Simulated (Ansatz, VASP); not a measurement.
# As: VASP beside Ansatz

```
CELL_PARAMETERS angstrom
2.68878 0.00000 0.00000
0.00000 2.68878 0.00000
0.00000 0.00000 2.68878
ATOMIC_POSITIONS crystal
As 0.50000 0.50000 0.50000
```

Alike in both runs: functional PBE; dispersion D3(BJ); k mesh 16 × 16 × 16; occupations gaussian, width 0.1 eV; no spin polarisation.

Ansatz relaxed the structure, and its values are those at the end. VASP's run is a single point on that final structure, the one shown.

|  | VASP | Ansatz |
| --- | --- | --- |
| version | VASP 6.6.1 | Ansatz 0.2.0 |
| potentials or method | VASP PAW PBE potentials, release 64 (As), cutoff 520 eV | scalar-relativistic, plane waves, PAW |
| valence electrons in the cell | 5 | 15 |

```tsv
	VASP	Ansatz	Ansatz less VASP
gap on the k mesh at the Fermi level (eV)	none	none	-
pressure (GPa)	0.2	0.0	-0.23
```

A gap of «none» marks a metal or a gap that the smearing closes. VASP's potentials hold 5 valence electrons a cell and Ansatz's 15, so a difference there can come from the potentials and not from the codes.
